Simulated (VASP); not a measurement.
# Mg3O4 in VASP: notebook

Mg3O4 is run at these levels: PBE; tasks: single point.

Everything below comes from runs of VASP 6.6.1. Logs are shortened: lines on timing, memory, paths and dates and some standing lists are left out, and cuts for length are marked.

### 1 The cell of the first run

The cell holds a slab with vacuum, 7 atoms: a = 3.009 Å, b = 3.009 Å, c = 19.780 Å, α = 90.00°, β = 90.00°, γ = 90.00°.

### 2 Single point, PBE, collinear spin

File INCAR:

```
PREC = Accurate ; ENCUT = 520
EDIFF = 1E-7 ; ISMEAR = 0
SIGMA = 0.05 ; LREAL = F
LASPH = T ; NELM = 150
ALGO = Normal ; ISIF = 2
LWAVE = F ; LCHARG = F
ISPIN = 2 ; MAGMOM = 0 0 0 0 0 0 2
LORBIT = 11 ; LDIPOL = T
IDIPOL = 3 ; DIPOL = 0.5 0.5 0.339
GGA = PE ; NBANDS = 28
```

File KPOINTS:

```
Automatic mesh
0
Gamma
  9 9 1
```

File POSCAR:

```
Mg3O4
1.0
    3.0085896345      0.0000000000      0.0000000000
    0.0000000000      3.0085896345      0.0000000000
    0.0000000000      0.0000000000     19.7799623498
Mg O
3 4
Direct
    0.5000000000      0.5000000000      0.2022248541
    0.0000000000      0.0000000000      0.3100331121
    0.5000000000      0.5000000000      0.4161289127
    0.0000000000      0.0000000000      0.2022248541
    0.5000000000      0.5000000000      0.3095409237
    0.0000000000      0.0000000000      0.4186035445
    0.2500000000      0.5000000000      0.5132476767
```

Potentials or basis: VASP PAW PBE potentials, release 64 (Mg, O).

Started as:

```sh
$ cat potpaw_PBE.64/Mg/POTCAR potpaw_PBE.64/O/POTCAR > POTCAR
$ mpirun -np 1 vasp_std > vasp.out
```

OUTCAR:

```text
PREC = Accurate
   ENCUT = 520
   EDIFF = 1E-7
   ISMEAR = 0
   LREAL = F
   LASPH = T
   NELM = 150
   ISIF = 2
   ISPIN = 2
   LORBIT = 11
   GGA = PE

 ion  position               nearest neighbor table
   1  0.500  0.500  0.202-   5 2.12   4 2.13   4 2.13   4 2.13   4 2.13   2 3.01   2 3.01   2 3.01
                             2 3.01
   2  0.000  0.000  0.310-   5 2.13   5 2.13   5 2.13   5 2.13   4 2.13   6 2.15   3 2.99   3 2.99
                             3 2.99   3 2.99   1 3.01   1 3.01   1 3.01   1 3.01
   3  0.500  0.500  0.416-   7 2.06   5 2.11   6 2.13   6 2.13   6 2.13   6 2.13   2 2.99   2 2.99
                             2 2.99   2 2.99
   4  0.000  0.000  0.202-   1 2.13   1 2.13   1 2.13   1 2.13   2 2.13
   5  0.500  0.500  0.310-   3 2.11   1 2.12   2 2.13   2 2.13   2 2.13   2 2.13
   6  0.000  0.000  0.419-   3 2.13   3 2.13   3 2.13   3 2.13   2 2.15
   7  0.250  0.500  0.513-   3 2.06

  LATTYP: Found a simple tetragonal cell.
 ALAT       =     3.0085896345
 C/A-ratio  =     6.5744966090

  Lattice vectors:

 A1 = (   3.0085896345,   0.0000000000,   0.0000000000)
 A2 = (   0.0000000000,   3.0085896345,   0.0000000000)
 A3 = (   0.0000000000,   0.0000000000,  19.7799623498)

Analysis of symmetry for initial positions (statically):
=====================================================================
 Subroutine PRICEL returns:
 Original cell was already a primitive cell.

 Routine SETGRP: Setting up the symmetry group for a
 simple tetragonal supercell.

 Subroutine GETGRP returns: Found  2 space group operations
 (whereof  2 operations were pure point group operations)
 out of a pool of 16 trial point group operations.

The static configuration has the point symmetry C_1h.

Analysis of symmetry for dynamics (positions and initial velocities):
=====================================================================
 Subroutine PRICEL returns:
 Original cell was already a primitive cell.

 Routine SETGRP: Setting up the symmetry group for a
 simple tetragonal supercell.

 Subroutine GETGRP returns: Found  2 space group operations
 (whereof  2 operations were pure point group operations)
 out of a pool of 16 trial point group operations.

The dynamic configuration has the point symmetry C_1h.

Analysis of structural, dynamic, and magnetic symmetry:
=====================================================================
 Subroutine PRICEL returns:
 Original cell was already a primitive cell.

 Routine SETGRP: Setting up the symmetry group for a
 simple tetragonal supercell.

 Subroutine GETGRP returns: Found  2 space group operations
 (whereof  2 operations were pure point group operations)
 out of a pool of 16 trial point group operations.

The overall configuration has the point symmetry C_1h.

 Subroutine INISYM returns: Found  2 space group operations
 (whereof  2 operations are pure point group operations),
 and found     1 'primitive' translations

----------------------------------------------------------------------------------------

                                     Primitive cell

  volume of cell :     179.0405

  direct lattice vectors                    reciprocal lattice vectors
     3.008589634  0.000000000  0.000000000     0.332381654  0.000000000  0.000000000
     0.000000000  3.008589634  0.000000000     0.000000000  0.332381654  0.000000000
     0.000000000  0.000000000 19.779962350     0.000000000  0.000000000  0.050556214

  length of vectors
     3.008589634  3.008589634 19.779962350     0.332381654  0.332381654  0.050556214

  position of ions in fractional coordinates (direct lattice)
     0.500000000  0.500000000  0.202224854
     0.000000000  0.000000000  0.310033112
     0.500000000  0.500000000  0.416128913
     0.000000000  0.000000000  0.202224854
     0.500000000  0.500000000  0.309540924
     0.000000000  0.000000000  0.418603545
     0.250000000  0.500000000  0.513247677

  ion indices of the primitive-cell ions
   primitive index   ion index
                 1           1
                 2           2
                 3           3
                 4           4
                 5           5
                 6           6
                 7           7

----------------------------------------------------------------------------------------

 KPOINTS: Automatic mesh

Automatic generation of k-mesh.
 Grid dimensions read from file:
 generate k-points for:    9    9    1

 Generating k-lattice:

  Cartesian coordinates                     Fractional coordinates (reciprocal lattice)
     0.036931295  0.000000000  0.000000000     0.111111111  0.000000000  0.000000000
     0.000000000  0.036931295  0.000000000     0.000000000  0.111111111  0.000000000
     0.000000000  0.000000000  0.050556214     0.000000000  0.000000000  1.000000000

  Length of vectors
     0.036931295  0.036931295  0.050556214

  Shift w.r.t. Gamma in fractional coordinates (k-lattice)
     0.000000000  0.000000000  0.000000000

 Subroutine IBZKPT returns following result:
 ===========================================

 Found     25 irreducible k-points:

 Following reciprocal coordinates:
            Coordinates               Weight
  0.000000  0.000000  0.000000      1.000000
  0.111111  0.000000  0.000000      2.000000
  0.000000  0.111111  0.000000      2.000000
  0.222222  0.000000  0.000000      2.000000
  0.000000  0.222222  0.000000      2.000000
  0.333333  0.000000  0.000000      2.000000
[... 16 lines left out ...]
  0.444444  0.333333  0.000000      4.000000
 -0.333333  0.444444  0.000000      4.000000
   k-points           NKPTS =     25   k-points in BZ     NKDIM =     25   number of bands    NBANDS=     28
   number of dos      NEDOS =    301   number of ions     NIONS =      7
   total plane-waves  NPLWV =  86400
   dimension x,y,z NGX =    24 NGY =   24 NGZ =  150
   dimension x,y,z NGXF=    48 NGYF=   48 NGZF=  300
   ions per type =               3   4
   NGX,Y,Z   is equivalent  to a cutoff of  13.26, 13.26, 12.61 a.u.
   NGXF,Y,Z  is equivalent  to a cutoff of  26.52, 26.52, 25.21 a.u.
 SYSTEM =  unknown system
   PREC   = accura    normal or accurate (medium, high low for compatibility)
   ISTART =      0    job   : 0-new  1-cont  2-samecut
   ICHARG =      2    charge: 1-file 2-atom 10-const
   ISPIN  =      2    spin polarized calculation?
   LNONCOLLINEAR =      F non collinear calculations
   LSORBIT =      F    spin-orbit coupling
   LASPH  =      T    aspherical Exc in radial PAW
   ENCUT  =  520.0 eV  38.22 Ry    6.18 a.u.   5.59  5.59 36.78*2*pi/ulx,y,z
   NELM   =    150;   NELMIN=  2; NELMDL= -5     # of ELM steps
   EDIFF  = 0.1E-06   stopping-criterion for ELM
   LREAL  =      F    real-space projection
   EDIFFG = 0.1E-05   stopping-criterion for IOM
   NSW    =      0    number of steps for IOM
   IBRION =     -1    ionic relax: 0-MD 1-quasi-New 2-CG
   NFREE  =      0    steps in history (QN), initial steepest desc. (CG)
   ISIF   =      2    stress and relaxation
   ISYM   =      2    0-nonsym 1-usesym 2-fastsym
   POTIM  = 0.5000    time-step for ionic-motion
   TEBEG  =    0.0;   TEEND  =   0.0 temperature during run
   PSTRESS=    0.0 pullay stress
   NELECT =      30.0000    total number of electrons
   NUPDOWN=      -1.0000    fix difference up-down
   EMIN   =  10.00;   EMAX   =-10.00  energy-range for DOS
   EFERMI =   0.00;   METHOD = LEGACY
   ISMEAR =     0;   SIGMA  =   0.05  broadening in eV -4-tet -1-fermi 0-gaus
   EFERMI_NEDOS =   21; number of points for ismear=-14 and -15
   IALGO  =     38    algorithm
   IMIX   =      4    mixing-type and parameters
     AMIX     =   0.40;   BMIX     =  1.00
     AMIX_MAG =   1.60;   BMIX_MAG =  1.00
  volume/ion in A,a.u.               =      25.58       172.60
  Fermi-wavevector in a.u.,A,eV,Ry     =   0.902537  1.705547 11.082928  0.814572
  Thomas-Fermi vector in A             =   2.025752
   LORBIT       =     11    0 simple, 1 ext, 2 COOP (PROOUT), +10 PAW based schemes
   GGA     = PE    functional components
   LHFCALC =     F    Hartree Fock is set to
   AEXX    =    0.0000 exact exchange contribution
   IVDW    =     0    specifies the selected vdW correction
   LEPSILON=     F    determine dielectric tensor
   LRPA    =     F    only Hartree local field effects (RPA)
 spin polarized calculation
 Gauss-broadening in eV      SIGMA  =   0.05
  energy-cutoff  :      520.00
  volume of cell :      179.04
 maximum number of plane-waves:      4849
 NGX is ok and might be reduce to    24
   NGX = 11   NGY = 11   NGZ = 73

 dipolmoment           0.000000      0.000000     -0.017791 electrons x Angstroem

 number of electron      30.0000000 magnetization       1.9999999

 dipolmoment           0.000000      0.000000      0.211454 electrons x Angstroem

 Free energy of the ion-electron system (eV)
  ---------------------------------------------------
  ext. energy  EPLUGINS =         0.00000000
  ---------------------------------------------------
  free energy    TOTEN  =       -37.44628557 eV

  energy without entropy =      -37.44628557  energy(sigma->0) =      -37.44628557

 E-fermi :  -2.4325     XC(G=0):  -4.8994

 val. band max:       -2.6554928482   @ k =   0.0000   0.1111   0.0000
 cond. band min:      -2.0017339443   @ k =   0.4444   0.3333   0.0000
 fundamental gap:      0.6537589039
 Fermi energy:        -2.4324744543

 spin component 1

 k-point     1 :       0.0000    0.0000    0.0000
  band No.  band energies     occupation
      1     -20.5861      1.00000
      2     -20.1489      1.00000
      3     -19.3734      1.00000
      4     -18.9457      1.00000
      5      -6.7844      1.00000
      6      -5.9829      1.00000
[... 19 lines left out ...]
     26       8.1790      0.00000
     27       8.5795      0.00000
[... 661 lines left out ...]
 k-point    24 :      -0.3333    0.4444    0.0000
  band No.  band energies     occupation
      1     -19.9931      1.00000
      2     -19.1949      1.00000
      3     -18.8321      1.00000
      4     -18.7071      1.00000
      5      -6.9139      1.00000
      6      -6.8139      1.00000
[... 19 lines left out ...]
     26       8.7931      0.00000
     27       9.0294      0.00000

 [... further k-points ...]

 spin component 2

 k-point     1 :       0.0000    0.0000    0.0000
  band No.  band energies     occupation
      1     -20.1675      1.00000
      2     -19.3697      1.00000
      3     -18.9174      1.00000
      4     -17.2831      1.00000
      5      -6.6517      1.00000
      6      -5.1606      1.00000
[... 19 lines left out ...]
     26       8.1997      0.00000
     27       8.7271      0.00000
[... 661 lines left out ...]
 k-point    24 :      -0.3333    0.4444    0.0000
  band No.  band energies     occupation
      1     -19.1665      1.00000
      2     -18.8291      1.00000
      3     -18.2552      1.00000
      4     -17.0441      1.00000
      5      -6.8586      1.00000
      6      -6.6940      1.00000
[... 19 lines left out ...]
     26       8.9430      0.00000
     27       9.0525      0.00000

 [... further k-points ...]

 [bands above 27 left out]

------------------------ aborting loop because EDIFF is reached ----------------------------------------

 vacuum level on the upper side and lower side of the slab       (xc-potential included)         2.059        -2.055

  FORCE on cell =-STRESS in cart. coord.  units (eV):
  Direction    XX          YY          ZZ          XY          YZ          ZX
  --------------------------------------------------------------------------------------
  -------------------------------------------------------------------------------------
  Total       -2.6468481     -2.7388120     -0.0633360      0.0000000      0.0000000     -0.4132185
  in kB      -23.6858090    -24.5087656     -0.5667741      0.0000000      0.0000000     -3.6977617
  external PRESSURE =     -16.2537829 kB  Pullay stress =       0.0000000 kB

 VOLUME and BASIS-vectors are now :
 -----------------------------------------------------------------------------
  energy-cutoff  :      520.00
  volume of cell :      179.04
      direct lattice vectors                 reciprocal lattice vectors
     3.008589634  0.000000000  0.000000000     0.332381654  0.000000000  0.000000000
     0.000000000  3.008589634  0.000000000     0.000000000  0.332381654  0.000000000
     0.000000000  0.000000000 19.779962350     0.000000000  0.000000000  0.050556214

 POSITION                                       TOTAL-FORCE (eV/Angst)
 -----------------------------------------------------------------------------------
      1.50429      1.50429      4.00000         0.001129      0.000000      0.448462
      0.00000      0.00000      6.13244         0.024942      0.000000     -0.045685
      1.50429      1.50429      8.23101         0.216454      0.000000      1.161791
      0.00000      0.00000      4.00000         0.001872      0.000000     -0.428741
      1.50429      1.50429      6.12271         0.029029      0.000000     -0.045950
      0.00000      0.00000      8.27996        -0.125985      0.000000     -1.065259
      0.75215      1.50429     10.15202        -0.147441      0.000000     -0.024618
 -----------------------------------------------------------------------------------
    total drift:                                0.000656      0.000000     -0.001860

  FREE ENERGIE OF THE ION-ELECTRON SYSTEM (eV)
  ---------------------------------------------------
  free  energy   TOTEN  =       -37.4462855659 eV

  energy  without entropy=      -37.4462855659  energy(sigma->0) =      -37.44628557

 vacuum level on the upper side and lower side of the slab         5.650         1.416

 total charge

# of ion       s       p       d       tot
------------------------------------------
    1        0.141   0.150   0.062   0.353
    2        0.147   0.170   0.073   0.390
    3        0.143   0.168   0.073   0.383
    4        1.543   3.491   0.000   5.034
    5        1.544   3.541   0.000   5.084
    6        1.556   3.446   0.000   5.002
    7        1.618   3.022   0.000   4.640
--------------------------------------------------
tot          6.691  13.988   0.207  20.886

 magnetization (x)

# of ion       s       p       d       tot
------------------------------------------
    1       -0.000   0.000   0.000   0.000
    2        0.001   0.002   0.001   0.005
    3       -0.003  -0.004  -0.000  -0.007
    4        0.000   0.001   0.000   0.001
    5        0.000   0.016   0.000   0.016
    6        0.010   0.248   0.000   0.258
    7        0.016   1.339   0.000   1.355
--------------------------------------------------
tot          0.024   1.603   0.001   1.628
```

Wall time 4 min (1 thread of Intel Xeon Platinum 8559C (Emerald Rapids), shared host); peak memory 0.42 GiB.

Results:

```yaml
Free_energy: -37.4463 eV
Largest_force: 1.182 eV/Å
Band_gap_on_the_k_mesh: 0.65 eV (least direct gap 0.86 eV)
Net_moment: 2.00 μB per cell
Site_moments: Mg +0.00, +0.01, -0.01; O +0.00, +0.02, +0.26, +1.35 μB
Valence_electrons_inside_the_program's_atomic_spheres: Mg 0.35, 0.39, 0.38; O 5.03, 5.08, 5.00, 4.64
```

Forces on the atoms (eV/Å):
```
Mg   0.001  0.000  0.448
Mg   0.025  0.000 -0.046
Mg   0.216  0.000  1.162
O    0.002  0.000 -0.429
O    0.029  0.000 -0.046
O   -0.126  0.000 -1.065
O   -0.147  0.000 -0.025
```

Levels at points of the mesh, in eV from the valence-band top:
Spin up:
| k point | band 14 | band 15 | band 16 | band 17 | band 18 | band 19 |
| --- | --- | --- | --- | --- | --- | --- |
| (0.00, 0.00, 0.00) | -0.95 | -0.71 | -0.67 | 2.56 | 4.48 | 5.49 |
Spin down:
```csv
k point,band 10,band 11,band 12,band 13,band 14,band 15,band 16,band 17,band 18,band 19
"(0.00, 0.00, 0.00)",-1.11,-1.10,-0.63,-0.63,-0.08,1.33,1.56,2.58,4.50,5.57
```

(Part 1 of 2 ends here.)
